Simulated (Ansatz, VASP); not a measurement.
Au: VASP beside Ansatz

The input INCAR:

```
PREC = Accurate
ENCUT = 520
EDIFF = 1E-6
ISMEAR = -1
SIGMA = 0.1
LREAL = F
LASPH = T
NELM = 80
ALGO = Normal
ISIF = 2
LWAVE = F
LCHARG = T
GGA = B5
ALDAX = 1.0
AGGAX = 1.0
AGGAC = 1.0
ALDAC = 0.0
LELF = T
LVHAR = T
NBANDS = 24
```

Contents of KPOINTS:

```
regular mesh
0
Gamma
  9 9 12
```

The input POSCAR:

```
Au
1.0
    4.9990631921      0.0000000000      0.0000000000
   -2.4995315961      4.3293157194      0.0000000000
    0.0000000000      0.0000000000      2.9752959315
Au
3
Direct
    0.0000000000      1.0000000000      0.0000000000
    0.3333333333      0.6666666667      0.5000000000
    0.6666666667      0.3333333333      0.5000000000
```

Input for Ansatz:

```yaml
crystal:
  lattice:
    - [4.9990631921, 0.0, 0.0]
    - [-2.4995315961, 4.3293157194, 0.0]
    - [0.0, 0.0, 2.9752959315]
  atoms:
    - { symbol: Au, position: [0.0, 1.0, 0.0] }
    - { symbol: Au, position: [0.3333333333, 0.6666666667, 0.5] }
    - { symbol: Au, position: [0.6666666667, 0.3333333333, 0.5] }
hamiltonian:
  xc: blyp
  pseudopotentials:
    kind: paw
    azcp:
      Au: "pseudopotentials/Au.paw.azcp"
basis:
  ecutwfc: 420
  fft_grid_basis: typed
kpoints:
  mp_grid: { grid: [9, 9, 12], shift: [0, 0, 0] }
magnetization:
  spin_polarized: false
scf:
  occupations: { method: fermi_dirac, width: 0.1 }
  lower_state_search: "off"
output:
  stress: true
```

Alike in both runs: task single point; functional BLYP; k mesh 9 × 9 × 12; occupations fermi-dirac, width 0.1 eV; no spin polarisation.

|  | VASP | Ansatz |
| --- | --- | --- |
| version | VASP 6.6.1 | Ansatz 0.2.0 |
| potentials or method | VASP PAW PBE potentials, release 64 (Au), cutoff 520 eV | plane waves (420 eV) with PAW, scalar-relativistic |
| valence electrons in the cell | 33 | 57 |

|  | VASP | Ansatz | Ansatz less VASP |
| --- | --- | --- | --- |
| pressure (GPa) | -5.8 | -6.1 | -0.27 |
| traceless stress, the component that is largest in VASP (GPa) | -0.94 | -0.96 | -0.025 |

VASP's potentials were made for PBE, not for BLYP. VASP's potentials hold 33 valence electrons a cell and Ansatz's 57, so a difference there can come from the potentials and not from the codes.

Neither program's run includes spin-orbit coupling.
